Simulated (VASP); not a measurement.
Set up this calculation in VASP 6.6.1, as the native input.

| Quantity | Value |
| --- | --- |
| Task | single point |
| Functional | r2SCAN |
| Potentials or basis | VASP PAW PBE potentials, release 64 (Hg) |
| Cutoff | 520 eV |
| k mesh | 10 × 10 × 10 |
| Occupations | fermi-dirac, width 0.1 eV |
| Spin | non-collinear spin, zero start, spin-orbit coupling |
| Starting moments | [[0.0, 0.0, 0.0]] μB |
| Dipole correction | no |
| Further INCAR settings | ALGO = Normal; EDIFF = 1e-07; NBANDS = 23 |

The system is Hg.

```
Hg
1.0
     3.00886    0.00000    0.00000
     0.00000    3.00886    0.00000
     0.00000    0.00000    3.00886
Hg
1
Direct
  0.00000 0.00000 0.00000
```

The input as run:

POSCAR

```
Hg
1.0
    3.0088626849      0.0000000000      0.0000000000
    0.0000000000      3.0088626849      0.0000000000
    0.0000000000      0.0000000000      3.0088626849
Hg
1
Direct
    0.0000000000      0.0000000000      0.0000000000
```

INCAR.step1

```
SYSTEM = Hg
PREC     = Accurate       ! precision mode
ENCUT    = 520            ! plane-wave cutoff, eV
ISMEAR   = -1             ! smearing method
SIGMA    = 0.1            ! smearing width, eV
LREAL    = .False.        ! projectors in reciprocal space
LASPH    = .True.         ! aspherical terms in the spheres
NELM     = 150            ! most SCF steps
LNONCOLLINEAR= .True.         ! non-collinear magnetism
MAGMOM   = 0 0 0          ! initial moments
LSORBIT  = .True.         ! spin-orbit coupling
GGA_COMPAT= .False.      
NBANDS   = 23             ! bands
GGA      = PE             ! functional
ALGO     = Normal         ! electronic algorithm
EDIFF    = 1E-4           ! SCF threshold, eV
LWAVE    = .True.         ! write WAVECAR
LCHARG   = .False.        ! write CHGCAR
```

INCAR.step2

```
SYSTEM = Hg
PREC     = Accurate       ! precision mode
ENCUT    = 520            ! plane-wave cutoff, eV
EDIFF    = 1E-7           ! SCF threshold, eV
ISMEAR   = -1             ! smearing method
SIGMA    = 0.1            ! smearing width, eV
LREAL    = .False.        ! projectors in reciprocal space
LASPH    = .True.         ! aspherical terms in the spheres
NELM     = 150            ! most SCF steps
ALGO     = Normal         ! electronic algorithm
ISIF     = 2              ! what is computed and relaxed
LWAVE    = .False.        ! write WAVECAR
LCHARG   = .False.        ! write CHGCAR
LNONCOLLINEAR= .True.         ! non-collinear magnetism
MAGMOM   = 0 0 0          ! initial moments
LORBIT   = 11             ! projections on sites
LSORBIT  = .True.         ! spin-orbit coupling
GGA_COMPAT= .False.      
LORBMOM  = .True.       
METAGGA  = R2SCAN         ! meta-GGA
LMIXTAU  = .True.       
NBANDS   = 23             ! bands
ISTART   = 1
```

KPOINTS

```
regular mesh
0
Gamma
  10 10 10
  0 0 0
```

Potentials or basis: VASP PAW PBE potentials, release 64 (Hg).

Launch:

```sh
$ cat potpaw_PBE.64/Hg/POTCAR > POTCAR
$ cp INCAR.step1 INCAR
$ mpirun -np 1 vasp_ncl > vasp.out
$ cp INCAR.step2 INCAR
$ mpirun -np 1 vasp_ncl > vasp.out
```

Results of the run:

The pressure is -0.3 GPa, the net moment is 0.00 μB per cell and the valence electrons inside the program's atomic spheres are Hg 10.48.

Caveat: the PAW data sets were made with another functional, which shifts forces and pressure a little.

It took 110 s on 1 thread of Intel(R) Xeon(R) 6975P-C (Granite Rapids), on a shared host, peak memory 0.25 GiB.
